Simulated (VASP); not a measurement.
# SiNi (Pmmn) in VASP: notebook

SiNi is run at these levels: PBEsol; tasks: single point.

All numbers are computed with VASP 6.6.1; they aren't measurements. Logs are shortened: lines on timing, memory, paths and dates and some standing lists are left out, and cuts for length are marked.

### Step 1. The cell of the first run

It takes space group Pmmn (No. 59, orthorhombic). The conventional cell has a = 3.040 Å, b = 3.283 Å, c = 4.633 Å, α = 90.00°, β = 90.00°, γ = 90.00°. Within 3.1 Å of Si (site symmetry mm2) lie 6 Ni at 2.31 to 2.40 Å and 6 Si at 2.67 to 3.04 Å. Ni (site symmetry mm2) has 6 Si at 2.31 to 2.40 Å and 6 Ni at 2.66 to 3.04 Å within 3.1 Å.

### Step 2. Single point, PBEsol (biaxial strain in the a-b plane: +1.5 %, then relaxed in part)

INCAR

```
  ALGO = Normal
  EDIFF = 1E-6
  ENCUT = 520
  GGA = PS
  ISIF = 2
  ISMEAR = 0
  LASPH = T
  LCHARG = F
  LREAL = F
  LWAVE = F
  NBANDS = 22
  NELM = 100
  PREC = Accurate
  SIGMA = 0.1
```

KPOINTS

```
k-points
0
Gamma
  18 16 12
```

POSCAR

```
SiNi
1.0
    3.0397103387      0.0000000000      0.0000000000
    0.0000000000      3.2831163723      0.0000000000
    0.0000000000      0.0000000000      4.6330475231
Si Ni
2 2
Direct
    0.5000000000      0.5000000000      0.8424835087
    0.0000000000      0.0000000000      0.1575164913
    0.5000000000      0.5000000000      0.3437651441
    0.0000000000      0.0000000000      0.6562348559
```

Potentials or basis: VASP PAW PBE potentials, release 64 (Si, Ni).

Launch:

```sh
$ cat potpaw_PBE.64/Si/POTCAR potpaw_PBE.64/Ni/POTCAR > POTCAR
$ mpirun -np 1 vasp_std > vasp.out
```

OUTCAR:

```text
EDIFF = 1E-6
   ENCUT = 520
   GGA = PS
   ISIF = 2
   ISMEAR = 0
   LASPH = T
   LREAL = F
   NELM = 100
   PREC = Accurate

 ion  position               nearest neighbor table
   1  0.500  0.500  0.842-   3 2.31   3 2.32   4 2.40   4 2.40   4 2.40   4 2.40   2 2.67   2 2.67
                             2 2.67   2 2.67
   2  0.000  0.000  0.158-   4 2.31   4 2.32   3 2.40   3 2.40   3 2.40   3 2.40   1 2.67   1 2.67
                             1 2.67   1 2.67
   3  0.500  0.500  0.344-   1 2.31   1 2.32   2 2.40   2 2.40   2 2.40   2 2.40   4 2.66   4 2.66
                             4 2.66   4 2.66
   4  0.000  0.000  0.656-   2 2.31   2 2.32   1 2.40   1 2.40   1 2.40   1 2.40   3 2.66   3 2.66
                             3 2.66   3 2.66

  LATTYP: Found a simple orthorhombic cell.
 ALAT       =     3.0397103387
 B/A-ratio  =     1.0800754041
 C/A-ratio  =     1.5241740189

  Lattice vectors:

 A1 = (   3.0397103387,   0.0000000000,   0.0000000000)
 A2 = (   0.0000000000,   3.2831163723,   0.0000000000)
 A3 = (   0.0000000000,   0.0000000000,   4.6330475231)

Analysis of symmetry for initial positions (statically):
=====================================================================
 Subroutine PRICEL returns:
 Original cell was already a primitive cell.

 Routine SETGRP: Setting up the symmetry group for a
 simple orthorhombic supercell.

 Subroutine GETGRP returns: Found  8 space group operations
 (whereof  4 operations were pure point group operations)
 out of a pool of  8 trial point group operations.

The static configuration has the point symmetry C_2v.
 The point group associated with its full space group is D_2h.

Analysis of symmetry for dynamics (positions and initial velocities):
=====================================================================
 Subroutine PRICEL returns:
 Original cell was already a primitive cell.

 Routine SETGRP: Setting up the symmetry group for a
 simple orthorhombic supercell.

 Subroutine GETGRP returns: Found  8 space group operations
 (whereof  4 operations were pure point group operations)
 out of a pool of  8 trial point group operations.

The dynamic configuration has the point symmetry C_2v.
 The point group associated with its full space group is D_2h.

 Subroutine INISYM returns: Found  8 space group operations
 (whereof  4 operations are pure point group operations),
 and found     1 'primitive' translations

----------------------------------------------------------------------------------------

                                     Primitive cell

  volume of cell :      46.2365

  direct lattice vectors                    reciprocal lattice vectors
     3.039710339  0.000000000  0.000000000     0.328978715  0.000000000  0.000000000
     0.000000000  3.283116372  0.000000000     0.000000000  0.304588655  0.000000000
     0.000000000  0.000000000  4.633047523     0.000000000  0.000000000  0.215840652

  length of vectors
     3.039710339  3.283116372  4.633047523     0.328978715  0.304588655  0.215840652

  position of ions in fractional coordinates (direct lattice)
     0.500000000  0.500000000  0.842483509
     0.000000000  0.000000000  0.157516491
     0.500000000  0.500000000  0.343765144
     0.000000000  0.000000000  0.656234856

  ion indices of the primitive-cell ions
   primitive index   ion index
                 1           1
                 2           2
                 3           3
                 4           4

----------------------------------------------------------------------------------------

 KPOINTS: k-points

Automatic generation of k-mesh.
 Grid dimensions read from file:
 generate k-points for:   18   16   12

 Generating k-lattice:

  Cartesian coordinates                     Fractional coordinates (reciprocal lattice)
     0.018276595  0.000000000  0.000000000     0.055555556  0.000000000  0.000000000
     0.000000000  0.019036791  0.000000000     0.000000000  0.062500000  0.000000000
     0.000000000  0.000000000  0.017986721     0.000000000  0.000000000  0.083333333

  Length of vectors
     0.018276595  0.019036791  0.017986721

  Shift w.r.t. Gamma in fractional coordinates (k-lattice)
     0.000000000  0.000000000  0.000000000

 Subroutine IBZKPT returns following result:
 ===========================================

 Found    630 irreducible k-points:

 Following reciprocal coordinates:
            Coordinates               Weight
  0.000000  0.000000  0.000000      1.000000
  0.055556  0.000000  0.000000      2.000000
  0.111111  0.000000  0.000000      2.000000
  0.166667  0.000000  0.000000      2.000000
  0.222222  0.000000  0.000000      2.000000
  0.277778  0.000000  0.000000      2.000000
[... 16 lines left out ...]
  0.111111  0.125000  0.000000      4.000000
  0.166667  0.125000  0.000000      4.000000
 [... further k-points ...]
   k-points           NKPTS =    630   k-points in BZ     NKDIM =    630   number of bands    NBANDS=     22
   number of dos      NEDOS =    301   number of ions     NIONS =      4
   total plane-waves  NPLWV =  20736
   dimension x,y,z NGX =    24 NGY =   24 NGZ =   36
   dimension x,y,z NGXF=    48 NGYF=   48 NGZF=   72
   ions per type =               2   2
   NGX,Y,Z   is equivalent  to a cutoff of  13.13, 12.15, 12.92 a.u.
   NGXF,Y,Z  is equivalent  to a cutoff of  26.25, 24.31, 25.84 a.u.
 SYSTEM =  unknown system
   PREC   = accura    normal or accurate (medium, high low for compatibility)
   ISTART =      0    job   : 0-new  1-cont  2-samecut
   ICHARG =      2    charge: 1-file 2-atom 10-const
   ISPIN  =      1    spin polarized calculation?
   LNONCOLLINEAR =      F non collinear calculations
   LSORBIT =      F    spin-orbit coupling
   LASPH  =      T    aspherical Exc in radial PAW
   ENCUT  =  520.0 eV  38.22 Ry    6.18 a.u.   5.65  6.10  8.61*2*pi/ulx,y,z
   NELM   =    100;   NELMIN=  2; NELMDL= -5     # of ELM steps
   EDIFF  = 0.1E-05   stopping-criterion for ELM
   LREAL  =      F    real-space projection
   EDIFFG = 0.1E-04   stopping-criterion for IOM
   NSW    =      0    number of steps for IOM
   IBRION =     -1    ionic relax: 0-MD 1-quasi-New 2-CG
   NFREE  =      0    steps in history (QN), initial steepest desc. (CG)
   ISIF   =      2    stress and relaxation
   ISYM   =      2    0-nonsym 1-usesym 2-fastsym
   POTIM  = 0.5000    time-step for ionic-motion
   TEBEG  =    0.0;   TEEND  =   0.0 temperature during run
   PSTRESS=    0.0 pullay stress
   NELECT =      28.0000    total number of electrons
   NUPDOWN=      -1.0000    fix difference up-down
   EMIN   =  10.00;   EMAX   =-10.00  energy-range for DOS
   EFERMI =   0.00;   METHOD = LEGACY
   ISMEAR =     0;   SIGMA  =   0.10  broadening in eV -4-tet -1-fermi 0-gaus
   EFERMI_NEDOS =   21; number of points for ismear=-14 and -15
   IALGO  =     38    algorithm
   IMIX   =      4    mixing-type and parameters
     AMIX     =   0.40;   BMIX     =  1.00
     AMIX_MAG =   1.60;   BMIX_MAG =  1.00
  volume/ion in A,a.u.               =      11.56        78.00
  Fermi-wavevector in a.u.,A,eV,Ry     =   1.385051  2.617367 26.100958  1.918366
  Thomas-Fermi vector in A             =   2.509498
   LORBIT       =      0    0 simple, 1 ext, 2 COOP (PROOUT), +10 PAW based schemes
   GGA     = PS    functional components
   LHFCALC =     F    Hartree Fock is set to
   AEXX    =    0.0000 exact exchange contribution
   IVDW    =     0    specifies the selected vdW correction
   LEPSILON=     F    determine dielectric tensor
   LRPA    =     F    only Hartree local field effects (RPA)
 non-spin polarized calculation
 Gauss-broadening in eV      SIGMA  =   0.10
  energy-cutoff  :      520.00
  volume of cell :       46.24
 maximum number of plane-waves:      1268
 NGX is ok and might be reduce to    24
   NGX = 11   NGY = 13   NGZ = 17

 number of electron      28.0000022 magnetization

 Free energy of the ion-electron system (eV)
  ---------------------------------------------------
  ext. energy  EPLUGINS =         0.00000000
  ---------------------------------------------------
  free energy    TOTEN  =       -25.94241514 eV

  energy without entropy =      -25.93681704  energy(sigma->0) =      -25.93961609

 E-fermi :  11.2101     XC(G=0): -12.5967

 val. band max:       11.2080324889   @ k =   0.2222   0.1875   0.4167
 cond. band min:      11.2140557184   @ k =   0.0000   0.1875   0.4167
 fundamental gap:      0.0060232295
 Fermi energy:        11.2100950624

 k-point     1 :       0.0000    0.0000    0.0000
  band No.  band energies     occupation
      1      -2.6159      2.00000
      2       3.2333      2.00000
      3       4.8575      2.00000
      4       7.0703      2.00000
      5       7.6541      2.00000
      6       8.1909      2.00000
[... 14 lines left out ...]
     21      19.4435      0.00000
     22      20.4816      0.00000

 k-point     2 :       0.0556    0.0000    0.0000
  band No.  band energies     occupation
      1      -2.5672      2.00000
      2       3.2676      2.00000
      3       4.8957      2.00000
      4       7.0552      2.00000
      5       7.6715      2.00000
      6       8.1664      2.00000
[... 14 lines left out ...]
     21      19.4961      0.00000
     22      20.5065      0.00000

 k-point     3 :       0.1111    0.0000    0.0000
  band No.  band energies     occupation
      1      -2.4213      2.00000
      2       3.3671      2.00000
      3       5.0086      2.00000
      4       6.9722      2.00000
      5       7.7220      2.00000
      6       8.0970      2.00000
[... 14 lines left out ...]
     21      19.6537      0.00000
     22      20.5729      0.00000
[... 476 lines left out ...]
 k-point    23 :       0.1111    0.1250    0.0000
  band No.  band energies     occupation
      1      -2.2123      2.00000
      2       3.4506      2.00000
      3       5.1706      2.00000
      4       6.6829      2.00000
      5       7.5994      2.00000
      6       7.9829      2.00000
[... 14 lines left out ...]
     21      19.4614      0.00000
     22      20.5139      0.00000

 k-point    24 :       0.1667    0.1250    0.0000
  band No.  band energies     occupation
      1      -1.9718      2.00000
      2       3.5958      2.00000
      3       5.3490      2.00000
      4       6.6154      2.00000
      5       7.5242      2.00000
      6       7.7761      2.00000
[... 14 lines left out ...]
     21      19.4881      0.00000
     22      19.8307      0.00000

 [... further k-points ...]
[... 5 lines left out ...]
  --------------------------------------------------------------------------------------
  -------------------------------------------------------------------------------------
  Total       -1.3107200     -1.3343659      0.1564820      0.0000000      0.0000000      0.0000000
  in kB      -45.4187604    -46.2381313      5.4223765      0.0000000      0.0000000      0.0000000
  external PRESSURE =     -28.7448384 kB  Pullay stress =       0.0000000 kB

 VOLUME and BASIS-vectors are now :
 -----------------------------------------------------------------------------
  energy-cutoff  :      520.00
  volume of cell :       46.24
      direct lattice vectors                 reciprocal lattice vectors
     3.039710339  0.000000000  0.000000000     0.328978715  0.000000000  0.000000000
     0.000000000  3.283116372  0.000000000     0.000000000  0.304588655  0.000000000
     0.000000000  0.000000000  4.633047523     0.000000000  0.000000000  0.215840652

 POSITION                                       TOTAL-FORCE (eV/Angst)
 -----------------------------------------------------------------------------------
      1.51986      1.64156      3.90327         0.000000      0.000000      0.001136
      0.00000      0.00000      0.72978         0.000000      0.000000     -0.001136
      1.51986      1.64156      1.59268         0.000000      0.000000      0.006625
      0.00000      0.00000      3.04037         0.000000      0.000000     -0.006625
 -----------------------------------------------------------------------------------
    total drift:                                0.000000     -0.000000     -0.000000

  FREE ENERGIE OF THE ION-ELECTRON SYSTEM (eV)
  ---------------------------------------------------
  free  energy   TOTEN  =       -25.9424151390 eV

  energy  without entropy=      -25.9368170401  energy(sigma->0) =      -25.93961609
```

Wall time 3 min (1 thread of Intel Xeon 6975P-C (Granite Rapids), shared host); peak memory 0.6 GiB.

What came out:

- Free energy: -25.9424 eV
- Pressure: -2.9 GPa
- Largest force: 0.007 eV/Å
- Band gap on the k mesh: zero (bands 14 and 15 overlap by 2.35 eV)

Forces on the atoms (eV/Å):
```
Si   0.000  0.000  0.001
Si   0.000  0.000 -0.001
Ni   0.000  0.000  0.007
Ni   0.000  0.000 -0.007
```

Levels at points of the mesh, in eV from the Fermi level:
| k point | band 12 | band 13 | band 14 | band 15 | band 16 | band 17 |
| --- | --- | --- | --- | --- | --- | --- |
| (0.00, 0.00, 0.00) | -1.98 | -1.96 | -1.15 | 0.63 | 2.97 | 5.06 |
| (0.50, 0.00, 0.00) | -2.49 | -1.65 | -1.65 | 1.79 | 1.79 | 3.46 |
| (0.00, 0.50, 0.00) | -2.25 | -2.06 | -2.06 | 1.38 | 1.38 | 4.48 |
| (0.50, 0.50, 0.00) | -1.98 | -1.63 | -1.63 | 1.48 | 1.48 | 2.12 |
| (0.00, 0.00, 0.50) | -2.01 | 1.30 | 1.90 | 2.51 | 2.52 | 2.57 |
| (0.50, 0.00, 0.50) | -2.13 | -1.46 | -1.46 | 3.75 | 3.75 | 5.49 |
| (0.00, 0.50, 0.50) | -2.00 | -1.90 | -1.90 | 4.93 | 4.93 | 5.61 |
| (0.50, 0.50, 0.50) | -2.02 | -1.60 | -1.60 | -0.35 | -0.35 | 0.91 |

Caveat: the cell differs from its parent crystal (biaxial strain in the a-b plane: +1.5 %, then relaxed in part); the stress differs along the axes, from -5 to 1 GPa; the PAW data sets were made with another functional, which shifts forces and pressure a little.

### Step 3. Single point, PBEsol (strain along c alone, the other axes held: +4.5 %, then relaxed in part)

INCAR

```
  ALGO = Normal
  EDIFF = 1E-7
  ENCUT = 520
  GGA = PS
  ISIF = 2
  ISMEAR = 0
  LASPH = T
  LCHARG = F
  LREAL = F
  LWAVE = F
  NBANDS = 22
  NELM = 60
  PREC = Accurate
  SIGMA = 0.1
```

KPOINTS is that of step 2.

POSCAR

```
SiNi
1.0
    2.9947885111      0.0000000000      0.0000000000
    0.0000000000      3.2345974111      0.0000000000
    0.0000000000      0.0000000000      4.8827301197
Si Ni
2 2
Direct
    0.5000000000      0.5000000000      0.8402198251
    0.0000000000      0.0000000000      0.1597801749
    0.5000000000      0.5000000000      0.3383528180
    0.0000000000      0.0000000000      0.6616471820
```

Potentials or basis: VASP PAW PBE potentials, release 64 (Si, Ni).

Launch:

```sh
$ cat potpaw_PBE.64/Si/POTCAR potpaw_PBE.64/Ni/POTCAR > POTCAR
$ mpirun -np 1 vasp_std > vasp.out
```

OUTCAR:

```text
EDIFF = 1E-7
   ENCUT = 520
   GGA = PS
   ISIF = 2
   ISMEAR = 0
   LASPH = T
   LREAL = F
   NELM = 60
   PREC = Accurate

 ion  position               nearest neighbor table
   1  0.500  0.500  0.840-   4 2.37   4 2.37   4 2.37   4 2.37   3 2.43   3 2.45   2 2.70   2 2.70
                             2 2.70   2 2.70
   2  0.000  0.000  0.160-   3 2.37   3 2.37   3 2.37   3 2.37   4 2.43   4 2.45   1 2.70   1 2.70
                             1 2.70   1 2.70
[... 803 lines left out ...]

 [... further k-points ...]
[... 5 lines left out ...]
  --------------------------------------------------------------------------------------
  -------------------------------------------------------------------------------------
  Total       -1.5244427     -1.3992251     -4.2059399      0.0000000      0.0000000      0.0000000
  in kB      -51.6383755    -47.3968040   -142.4703618      0.0000000      0.0000000      0.0000000
  external PRESSURE =     -80.5018471 kB  Pullay stress =       0.0000000 kB

 VOLUME and BASIS-vectors are now :
 -----------------------------------------------------------------------------
  energy-cutoff  :      520.00
  volume of cell :       47.30
      direct lattice vectors                 reciprocal lattice vectors
     2.994788511  0.000000000  0.000000000     0.333913395  0.000000000  0.000000000
     0.000000000  3.234597411  0.000000000     0.000000000  0.309157485  0.000000000
     0.000000000  0.000000000  4.882730120     0.000000000  0.000000000  0.204803455

 POSITION                                       TOTAL-FORCE (eV/Angst)
 -----------------------------------------------------------------------------------
      1.49739      1.61730      4.10257         0.000000      0.000000      0.006916
      0.00000      0.00000      0.78016         0.000000      0.000000     -0.006916
      1.49739      1.61730      1.65209         0.000000      0.000000      0.010214
      0.00000      0.00000      3.23064         0.000000      0.000000     -0.010214
 -----------------------------------------------------------------------------------
    total drift:                                0.000000     -0.000000      0.000000

  FREE ENERGIE OF THE ION-ELECTRON SYSTEM (eV)
  ---------------------------------------------------
  free  energy   TOTEN  =       -25.8641505348 eV

  energy  without entropy=      -25.8582840219  energy(sigma->0) =      -25.86121728
```

OSZICAR:

```text
N       E                     dE             d eps       ncg     rms          rms(c)
DAV:   1     0.138922473398E+03    0.13892E+03   -0.12347E+04 27720   0.149E+03
DAV:   2    -0.216666253921E+02   -0.16059E+03   -0.15149E+03 28044   0.284E+02
DAV:   3    -0.294392690849E+02   -0.77726E+01   -0.75702E+01 33476   0.741E+01
DAV:   4    -0.296133178281E+02   -0.17405E+00   -0.17380E+00 31704   0.100E+01
DAV:   5    -0.296186610289E+02   -0.53432E-02   -0.53426E-02 34158   0.186E+00    0.202E+01
DAV:   6    -0.354222758337E+02   -0.58036E+01   -0.63039E+01 32662   0.150E+02    0.283E+01
DAV:   7    -0.259574604983E+02    0.94648E+01   -0.22147E+01 32014   0.942E+01    0.418E+00
DAV:   8    -0.259032553984E+02    0.54205E-01   -0.21619E+00 42376   0.165E+01    0.232E+00
DAV:   9    -0.258651193232E+02    0.38136E-01   -0.20005E-01 38562   0.600E+00    0.466E-01
DAV:  10    -0.258647155302E+02    0.40379E-03   -0.51170E-03 39826   0.931E-01    0.292E-01
DAV:  11    -0.258641670009E+02    0.54853E-03   -0.78989E-04 43242   0.371E-01    0.558E-02
DAV:  12    -0.258641575862E+02    0.94147E-05   -0.47151E-05 35150   0.681E-02    0.302E-02
DAV:  13    -0.258641511342E+02    0.64520E-05   -0.94585E-06 43568   0.440E-02    0.989E-03
DAV:  14    -0.258641506738E+02    0.46043E-06   -0.18375E-06 34486   0.889E-03    0.274E-03
DAV:  15    -0.258641504650E+02    0.20881E-06   -0.14124E-07 20090   0.628E-03    0.640E-04
DAV:  16    -0.258641505348E+02   -0.69826E-07   -0.42801E-08 17160   0.274E-03
   1 F= -.25864151E+02 E0= -.25861217E+02  d E =-.586651E-02
```

stdout:

```text
POSCAR found type information on POSCAR SiNi
 POSCAR found :  2 types and       4 ions
 scaLAPACK will be used
 -----------------------------------------------------------------------------
|                                                                             |
|                                                                             |
|     You enforced a specific xc type in the INCAR file but a different       |
|     I HOPE YOU KNOW WHAT YOU ARE DOING!                                     |
|                                                                             |
 -----------------------------------------------------------------------------

 LDA part: xc-table for (Slater+PW92), standard interpolation
 POSCAR, INCAR and KPOINTS ok, starting setup
 FFT: planning ... GRIDC
 FFT: planning ... GRID_SOFT
 FFT: planning ... GRID
 WAVECAR not read
 entering main loop
```

It took 6.1 min on 1 thread of Intel Xeon Platinum 8259CL at 2.50GHz (Skylake/Cascade Lake), shared host; peak memory 0.62 GiB.

What came out:

| Quantity | Value |
| --- | --- |
| Free energy | -25.8642 eV |
| Pressure | -8.1 GPa |
| Largest force | 0.010 eV/Å |
| Band gap on the k mesh | zero (bands 14 and 15 overlap by 2.01 eV) |

Forces on the atoms (eV/Å):
```
Si   0.000  0.000  0.007
Si   0.000  0.000 -0.007
Ni   0.000  0.000  0.010
Ni   0.000  0.000 -0.010
```

Caveat: the cell differs from its parent crystal (strain along c alone, the other axes held: +4.5 %, then relaxed in part); the stress differs along the axes, from -14 to -5 GPa; the PAW data sets were made with another functional, which shifts forces and pressure a little. Spin polarisation is off, so any magnetic state and its effect on volume and gap are missing.

(Part 1 of 2 ends here.)
